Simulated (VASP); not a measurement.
# MnAs in VASP: further runs, part 2 of 3

VASP 6.6.1.

## Step 4: Single point, PBEsol, collinear spin, ferromagnetic start

This run uses another cell than the first one, of 22.66 Å³/atom.

INCAR reads:

```
PREC = Accurate
ENCUT = 520
EDIFF = 1E-6
ISMEAR = 0
SIGMA = 0.05
LREAL = F
LASPH = T
NELM = 150
ALGO = Normal
ISIF = 2
LWAVE = F
LCHARG = F
ISPIN = 2
MAGMOM = 3.88 0
LORBIT = 11
LMAXMIX = 4
GGA = PS
NBANDS = 20
```

KPOINTS reads:

```
regular mesh
0
Gamma
  12 12 12
```

POSCAR reads:

```
MnAs
1.0
    0.0000000000      2.8299541856      2.8299541856
    2.8299541856      0.0000000000      2.8299541856
    2.8299541856      2.8299541856      0.0000000000
Mn As
1 1
Direct
    0.0000000000      0.0000000000      0.0000000000
    0.2500000000      0.2500000000      0.2500000000
```

Potentials or basis: VASP PAW PBE potentials, release 64 (Mn_pv, As).

Started as:

```
$ cat potpaw_PBE.64/Mn_pv/POTCAR potpaw_PBE.64/As/POTCAR > POTCAR
$ mpirun -np 1 vasp_std > vasp.out
```

OUTCAR:

```text
PREC = Accurate
   ENCUT = 520
   EDIFF = 1E-6
   ISMEAR = 0
   LREAL = F
   LASPH = T
   NELM = 150
   ISIF = 2
   ISPIN = 2
   LORBIT = 11
   GGA = PS

 ion  position               nearest neighbor table
   1  0.000  0.000  0.000-   2 2.45   2 2.45   2 2.45   2 2.45
   2  0.250  0.250  0.250-   1 2.45   1 2.45   1 2.45   1 2.45

  LATTYP: Found a face centered cubic cell.
 ALAT       =     5.6599083712

  Lattice vectors:

[... 1319 lines left out ...]
  in kB      -32.3964408    -32.3964408    -32.3964408     -0.0000000      0.0000000     -0.0000000
  external PRESSURE =     -32.3964408 kB  Pullay stress =       0.0000000 kB

 VOLUME and BASIS-vectors are now :
 -----------------------------------------------------------------------------
  energy-cutoff  :      520.00
  volume of cell :       45.33
      direct lattice vectors                 reciprocal lattice vectors
     0.000000000  2.829954186  2.829954186    -0.176681305  0.176681305  0.176681305
     2.829954186  0.000000000  2.829954186     0.176681305 -0.176681305  0.176681305
     2.829954186  2.829954186  0.000000000     0.176681305  0.176681305 -0.176681305

 POSITION                                       TOTAL-FORCE (eV/Angst)
 -----------------------------------------------------------------------------------
      0.00000      0.00000      0.00000         0.000000      0.000000      0.000000
      1.41498      1.41498      1.41498        -0.000000     -0.000000     -0.000000
 -----------------------------------------------------------------------------------
    total drift:                               -0.000001     -0.000001     -0.000001

  FREE ENERGIE OF THE ION-ELECTRON SYSTEM (eV)
  ---------------------------------------------------
  free  energy   TOTEN  =       -14.1302639604 eV

  energy  without entropy=      -14.1284087810  energy(sigma->0) =      -14.12933637

 total charge

# of ion       s       p       d       tot
------------------------------------------
    1        0.325   6.224   4.961  11.510
    2        1.230   1.558   0.034   2.821
--------------------------------------------------
tot          1.555   7.782   4.994  14.332

 magnetization (x)

# of ion       s       p       d       tot
------------------------------------------
    1        0.055   0.038   3.529   3.622
    2       -0.002  -0.175   0.018  -0.159
--------------------------------------------------
tot          0.054  -0.137   3.547   3.463
```

OSZICAR:

```text
N       E                     dE             d eps       ncg     rms          rms(c)
DAV:   1     0.134558712674E+03    0.13456E+03   -0.94844E+03  5832   0.863E+02
DAV:   2    -0.984516841185E+01   -0.14440E+03   -0.13622E+03  5960   0.255E+02
DAV:   3    -0.159385196696E+02   -0.60934E+01   -0.60293E+01  6640   0.581E+01
DAV:   4    -0.160064171663E+02   -0.67897E-01   -0.67876E-01  6456   0.620E+00
DAV:   5    -0.160074779258E+02   -0.10608E-02   -0.10607E-02  6512   0.779E-01    0.121E+01
DAV:   6    -0.165838280198E+02   -0.57635E+00   -0.12278E+01  6348   0.435E+01    0.195E+01
DAV:   7    -0.141370505408E+02    0.24468E+01   -0.63370E+00  6340   0.324E+01    0.549E+00
DAV:   8    -0.141252114429E+02    0.11839E-01   -0.22310E-01  6344   0.406E+00    0.269E+00
DAV:   9    -0.141271089040E+02   -0.18975E-02   -0.91657E-02  6464   0.310E+00    0.122E+00
DAV:  10    -0.141265993692E+02    0.50953E-03   -0.22508E-02  6328   0.885E-01    0.105E+00
DAV:  11    -0.141303035041E+02   -0.37041E-02   -0.71143E-03  6180   0.845E-01    0.404E-01
DAV:  12    -0.141302327401E+02    0.70764E-04   -0.15829E-03  6956   0.403E-01    0.908E-02
DAV:  13    -0.141302596532E+02   -0.26913E-04   -0.31952E-04  6492   0.123E-01    0.272E-02
DAV:  14    -0.141302644358E+02   -0.47826E-05   -0.21792E-05  6260   0.298E-02    0.129E-02
DAV:  15    -0.141302629827E+02    0.14531E-05   -0.39299E-06  6420   0.213E-02    0.156E-02
DAV:  16    -0.141302639604E+02   -0.97773E-06   -0.91786E-07  3580   0.112E-02
   1 F= -.14130264E+02 E0= -.14129336E+02  d E =-.185518E-02  mag=     3.6946
```

It took 3.1 min on 1 thread of Intel Xeon 8259CL, shared host; peak memory 0.26 GiB.

Results:

- Free energy: -14.1303 eV
- Pressure: -3.2 GPa
- Net moment: 3.69 μB per cell
- Site moments: Mn +3.62; As -0.16 μB
- Valence electrons inside the program's atomic spheres: Mn 11.51; As 2.82

Caveat: the cell stands under tension; the PAW data sets were made with another functional, which shifts forces and pressure a little; a cell with one magnetic atom can't hold antiferromagnetic order, which such compounds often take.

## Step 5: Single point, LDA, collinear spin, ferromagnetic start

This run uses another cell than the first one, of 22.66 Å³/atom.

INCAR reads:

```
PREC = Accurate
ENCUT = 520
EDIFF = 1E-7
ISMEAR = 0
SIGMA = 0.05
LREAL = False
LASPH = True
NELM = 150
ALGO = Normal
ISIF = 2
LWAVE = False
LCHARG = False
ISPIN = 2
MAGMOM = 3.88 0
LORBIT = 11
LMAXMIX = 4
NBANDS = 20
```

KPOINTS reads:

```
Automatic mesh
0
Gamma
  12 12 12
```

POSCAR is that of step 4.

Potentials or basis: VASP PAW LDA potentials, release 64 (Mn_pv, As).

Started as:

```
$ cat potpaw_LDA.64/Mn_pv/POTCAR potpaw_LDA.64/As/POTCAR > POTCAR
$ mpirun -np 1 vasp_std > vasp.out
```

OUTCAR:

```text
PREC = Accurate
   ENCUT = 520
   EDIFF = 1E-7
   ISMEAR = 0
   LREAL = False
   LASPH = True
   NELM = 150
   ISIF = 2
   ISPIN = 2
   LORBIT = 11

 ion  position               nearest neighbor table
   1  0.000  0.000  0.000-   2 2.45   2 2.45   2 2.45   2 2.45
   2  0.250  0.250  0.250-   1 2.45   1 2.45   1 2.45   1 2.45

  LATTYP: Found a face centered cubic cell.
 ALAT       =     5.6599083712

  Lattice vectors:

 A1 = (   0.0000000000,   2.8299541856,   2.8299541856)
 A2 = (   2.8299541856,   0.0000000000,   2.8299541856)
 A3 = (   2.8299541856,   2.8299541856,   0.0000000000)

Analysis of symmetry for initial positions (statically):
=====================================================================
 Subroutine PRICEL returns:
 Original cell was already a primitive cell.

 Routine SETGRP: Setting up the symmetry group for a
 face centered cubic supercell.

 Subroutine GETGRP returns: Found 24 space group operations
 (whereof 24 operations were pure point group operations)
 out of a pool of 48 trial point group operations.

The static configuration has the point symmetry T_d .

Analysis of symmetry for dynamics (positions and initial velocities):
=====================================================================
 Subroutine PRICEL returns:
 Original cell was already a primitive cell.

 Routine SETGRP: Setting up the symmetry group for a
 face centered cubic supercell.

 Subroutine GETGRP returns: Found 24 space group operations
 (whereof 24 operations were pure point group operations)
 out of a pool of 48 trial point group operations.

The dynamic configuration has the point symmetry T_d .

Analysis of structural, dynamic, and magnetic symmetry:
=====================================================================
 Subroutine PRICEL returns:
 Original cell was already a primitive cell.

 Routine SETGRP: Setting up the symmetry group for a
 face centered cubic supercell.

 Subroutine GETGRP returns: Found 24 space group operations
 (whereof 24 operations were pure point group operations)
[... 147 lines left out ...]
  free energy    TOTEN  =       -14.36064639 eV

  energy without entropy =      -14.35747193  energy(sigma->0) =      -14.35905916

 E-fermi :   3.6124     XC(G=0):  -9.8772

 val. band max:        3.6109585174   @ k =   0.5000   0.3333   0.0833
 cond. band min:       3.6153524608   @ k =  -0.3333   0.3333   0.1667
 fundamental gap:      0.0043939434
 Fermi energy:         3.6123947105

 spin component 1

 k-point     1 :       0.0000    0.0000    0.0000
  band No.  band energies     occupation
      1     -45.7811      1.00000
      2     -45.7811      1.00000
      3     -45.7811      1.00000
      4      -7.9901      1.00000
      5       0.1085      1.00000
      6       0.1085      1.00000
[... 541 lines left out ...]
     19      16.6583      0.00000
     20      19.7248      0.00000

 [... further k-points ...]

 spin component 2

 k-point     1 :       0.0000    0.0000    0.0000
  band No.  band energies     occupation
      1     -42.5320      1.00000
      2     -42.5320      1.00000
      3     -42.5320      1.00000
      4      -7.9183      1.00000
      5       1.6006      1.00000
      6       1.6006      1.00000
[... 541 lines left out ...]
     19      17.1388      0.00000
     20      20.1083      0.00000

 [... further k-points ...]

------------------------ aborting loop because EDIFF is reached ----------------------------------------

  FORCE on cell =-STRESS in cart. coord.  units (eV):
  Direction    XX          YY          ZZ          XY          YZ          ZX
  --------------------------------------------------------------------------------------
  -------------------------------------------------------------------------------------
  Total       -2.2026281     -2.2026281     -2.2026281     -0.0000000     -0.0000000      0.0000000
  in kB      -77.8544679    -77.8544679    -77.8544679     -0.0000000     -0.0000000      0.0000000
  external PRESSURE =     -77.8544679 kB  Pullay stress =       0.0000000 kB

 VOLUME and BASIS-vectors are now :
 -----------------------------------------------------------------------------
  energy-cutoff  :      520.00
  volume of cell :       45.33
      direct lattice vectors                 reciprocal lattice vectors
     0.000000000  2.829954186  2.829954186    -0.176681305  0.176681305  0.176681305
     2.829954186  0.000000000  2.829954186     0.176681305 -0.176681305  0.176681305
     2.829954186  2.829954186  0.000000000     0.176681305  0.176681305 -0.176681305

 POSITION                                       TOTAL-FORCE (eV/Angst)
 -----------------------------------------------------------------------------------
      0.00000      0.00000      0.00000        -0.000000     -0.000000     -0.000000
      1.41498      1.41498      1.41498         0.000000      0.000000      0.000000
 -----------------------------------------------------------------------------------
    total drift:                               -0.000000     -0.000000     -0.000001

  FREE ENERGIE OF THE ION-ELECTRON SYSTEM (eV)
  ---------------------------------------------------
  free  energy   TOTEN  =       -14.3606463883 eV

  energy  without entropy=      -14.3574719301  energy(sigma->0) =      -14.35905916

 total charge

# of ion       s       p       d       tot
------------------------------------------
    1        0.324   6.211   5.008  11.543
    2        1.235   1.545   0.036   2.816
--------------------------------------------------
tot          1.559   7.756   5.045  14.359

 magnetization (x)

# of ion       s       p       d       tot
------------------------------------------
    1        0.046   0.026   3.277   3.349
    2        0.000  -0.150   0.016  -0.134
--------------------------------------------------
tot          0.046  -0.124   3.293   3.215
```

OSZICAR:

```text
N       E                     dE             d eps       ncg     rms          rms(c)
DAV:   1     0.135308088000E+03    0.13531E+03   -0.94645E+03  5832   0.863E+02
DAV:   2    -0.985830014813E+01   -0.14517E+03   -0.13700E+03  5956   0.255E+02
DAV:   3    -0.160904915571E+02   -0.62322E+01   -0.61644E+01  6660   0.588E+01
DAV:   4    -0.161625425169E+02   -0.72051E-01   -0.72028E-01  6488   0.638E+00
DAV:   5    -0.161636853253E+02   -0.11428E-02   -0.11428E-02  6500   0.813E-01    0.119E+01
DAV:   6    -0.172696108434E+02   -0.11059E+01   -0.11873E+01  6372   0.429E+01    0.211E+01
DAV:   7    -0.144124862702E+02    0.28571E+01   -0.77618E+00  6328   0.330E+01    0.518E+00
DAV:   8    -0.143668656977E+02    0.45621E-01   -0.21525E-01  6440   0.395E+00    0.228E+00
DAV:   9    -0.143596385099E+02    0.72272E-02   -0.56237E-02  6568   0.230E+00    0.956E-01
DAV:  10    -0.143602275996E+02   -0.58909E-03   -0.14129E-02  6588   0.741E-01    0.562E-01
DAV:  11    -0.143605725634E+02   -0.34496E-03   -0.22317E-03  6240   0.419E-01    0.309E-01
DAV:  12    -0.143606469591E+02   -0.74396E-04   -0.70702E-04  6448   0.262E-01    0.769E-02
DAV:  13    -0.143606447167E+02    0.22424E-05   -0.12807E-04  7232   0.824E-02    0.266E-02
DAV:  14    -0.143606464027E+02   -0.16861E-05   -0.14308E-05  6532   0.231E-02    0.110E-02
DAV:  15    -0.143606463883E+02    0.14476E-07   -0.80097E-07  6492   0.628E-03
   1 F= -.14360646E+02 E0= -.14359059E+02  d E =-.317446E-02  mag=     3.4081
```

stdout:

```text
POSCAR found type information on POSCAR MnAs
 POSCAR found :  2 types and       2 ions
 scaLAPACK will be used
 LDA part: xc-table for (Slater(with rela. corr.)+CA(PZ))
 , standard interpolation
 POSCAR, INCAR and KPOINTS ok, starting setup
 FFT: planning ... GRIDC
 FFT: planning ... GRID_SOFT
 FFT: planning ... GRID
 WAVECAR not read
 entering main loop
```

Run time: 3.4 min. Hardware: 1 thread of Intel Xeon 8259CL, shared host; peak memory 0.23 GiB.

Results:

| Property | Result |
| --- | --- |
| Free energy | -14.3606 eV |
| Pressure | -7.8 GPa |
| Net moment | 3.41 μB per cell |
| Site moments | Mn +3.35; As -0.13 μB |
| Valence electrons inside the program's atomic spheres | Mn 11.54; As 2.82 |

Levels at points of the mesh, in eV from the Fermi level:
Spin up:
```
           k point  band 8  band 9  band 10  band 11  band 12  band 13
(0.00, 0.00, 0.00)   -2.34   -2.34     2.73     2.73     2.73     3.12
(0.50, 0.00, 0.00)   -2.22   -2.22    -1.90     1.28     1.28     4.32
(0.50, 0.50, 0.00)   -2.26   -2.16    -1.72    -0.70    -0.70     3.74
```
Spin down:
```csv
k point,band 5,band 6,band 7,band 8,band 9,band 10
"(0.00, 0.00, 0.00)",-2.01,-2.01,-2.01,0.52,0.52,3.45
"(0.50, 0.00, 0.00)",-4.19,-1.83,-1.83,0.58,0.62,0.62
"(0.50, 0.50, 0.00)",-4.09,-1.69,-1.69,-0.24,0.70,0.83
```

Caveat: the cell stands under tension; a cell with one magnetic atom can't hold antiferromagnetic order, which such compounds often take.

(Continued in part 3 of 3.)
